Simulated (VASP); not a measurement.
Write the native input for VASP 6.6.1 that does the following.

```yaml
Task: single point
Functional: PBE
Potentials_or_basis: VASP PAW PBE potentials, release 64 (K_sv, I)
Cutoff: 520 eV
k_mesh: 6 × 6 × 6
Occupations: gaussian, width 0.05 eV
Spin: no spin polarisation
Dipole_correction: no
Further_INCAR_settings: ALGO = Normal; EDIFF = 1e-07; NBANDS = 15
```

The structure of KI lies in POSCAR:

```
KI
1.0
    0.0000000000      3.5245500000      3.5245500000
    3.5245500000      0.0000000000      3.5245500000
    3.5245500000      3.5245500000      0.0000000000
K I
1 1
Direct
    0.0300934920     -0.0300934920      0.0000000000
    0.5000000000      0.5000000000      0.5000000000
```

This cell differs from its parent crystal: all K atoms moved -0.150 Å, as atom 1 along Cartesian [1 -1 0].

The input as run:

INCAR

```
SYSTEM = KI
PREC = Accurate
ENCUT = 520
EDIFF = 1E-7
ISMEAR = 0
SIGMA = 0.05
LREAL = .False.
LASPH = .True.
NELM = 80
ALGO = Normal
ISIF = 2
LWAVE = .False.
LCHARG = .False.
GGA = PE
NBANDS = 15
```

KPOINTS

```
regular mesh
0
Gamma
  6 6 6
  0 0 0
```

Potentials or basis: VASP PAW PBE potentials, release 64 (K_sv, I).

The run is started by

```bash
$ cat potpaw_PBE.64/K_sv/POTCAR potpaw_PBE.64/I/POTCAR > POTCAR
$ mpirun -np 1 vasp_std > vasp.out
```

It gave:

```
Pressure               : 0.8 GPa
Largest force          : 0.172 eV/Å
Band gap on the k mesh : 3.98 eV, direct
```

Caveat: the cell differs from its parent crystal (all K atoms moved -0.150 Å, as atom 1 along Cartesian [1 -1 0]); spin-orbit coupling is left out, which moves the levels of the heavy elements.

It took 42 s on 1 thread of Intel(R) Xeon(R) Platinum 8559C (Emerald Rapids), with other jobs on the host, peak memory 0.26 GiB.
